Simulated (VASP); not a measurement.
Crystal: AlN.

```xyz
4
Lattice="3.0886 0.0000 -0.4633 -1.5443 2.6748 0.2316 -0.7415 0.0000 4.8116" Properties=species:S:1:pos:R:3 pbc="T T T"
Al   -0.0011    1.7832    0.0073
Al    1.1724    0.8916    2.1815
N    -0.2844    1.7832    1.8451
N     0.8892    0.8916    4.0193
```

This cell differs from its parent crystal: engineering shear strain xz -0.3000, normal strain along z -0.0267.

- Program: VASP 6.6.1
- Task: relaxation of the atoms
- Functional: LDA
- Potentials or basis: VASP PAW LDA potentials, release 64 (Al, N)
- Cutoff: 520 eV
- k mesh: 9 × 9 × 6
- Occupations: gaussian, width 0.05 eV
- Spin: no spin polarisation

At the start: pressure 14.6 GPa; volume 9.71 Å³/atom.

How do energy, volume and symmetry change on relaxing?

Over 12 steps the energy falls by 70.4 meV/atom at a fixed cell; space group Cc (No. 9, to 0.1 Å) before and after.

Step by step:
```csv
step,energy change (eV),largest force (eV/Å),pressure (GPa)
1,0.0000,2.5676,14.59
2,-0.0276,2.3352,10.19
3,-0.2627,0.4914,9.95
4,-0.2766,0.2002,8.77
5,-0.2767,0.1780,8.83
6,-0.2787,0.0929,8.62
7,-0.2789,0.1358,8.52
8,-0.2806,0.0800,8.56
9,-0.2816,0.0233,8.61
10,-0.2816,0.0231,8.61
11,-0.2816,0.0201,8.66
12,-0.2816,0.0074,8.65
```

Final structure:
```
Al N
1.0
     3.08862    0.00000   -0.46329
    -1.54431    2.67482    0.23165
    -0.74154    0.00000    4.81159
Al N
2 2
Direct
  0.35181 0.66433 0.00524
  0.68748 0.33567 0.50524
  0.32437 0.68803 0.37976
  0.63634 0.31197 0.87976
```

Caveat: the cell differs from its parent crystal (engineering shear strain xz -0.3000, normal strain along z -0.0267).
